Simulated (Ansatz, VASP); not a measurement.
# SnO2: VASP beside Ansatz

```
CELL_PARAMETERS angstrom
4.75982 0.00000 0.00000
0.00000 4.76006 0.00000
0.00000 0.00000 3.20071
ATOMIC_POSITIONS crystal
Sn 0.50000 0.50000 0.50000
Sn 0.00000 0.00000 0.00000
O 0.30586 0.30596 0.00000
O 0.80586 0.19404 0.50000
O 0.19414 0.80596 0.50000
O 0.69414 0.69404 0.00000
```

Alike in both runs: functional r2SCAN; k mesh 6 × 6 × 8; occupations gaussian, width 0.02 eV; no spin polarisation.

Ansatz relaxed the structure, and its values are those at the end. VASP's run is a single point on that final structure, the one shown.

```csv
,VASP,Ansatz
version,VASP 6.6.1,Ansatz 0.2.0
potentials or method,"VASP PAW PBE potentials, release 64 (Sn_d, O), cutoff 520 eV","scalar-relativistic, plane waves, PAW"
valence electrons in the cell,52,52
```

Ansatz gave:

| Item | Value |
| --- | --- |
| gap on the k mesh at the Fermi level (eV) | 1.77 |
| least direct gap on the mesh (eV) | 1.77 |
| pressure (GPa) | 0.0 |
| rms of the force components (eV/Å) | 0.000 |

Which values does VASP return?

gap on the k mesh at the Fermi level (eV): 1.79; least direct gap on the mesh (eV): 1.79; pressure (GPa): 1.1; rms of the force components (eV/Å): 0.013.

VASP's potentials were made for PBE, not for r2SCAN.
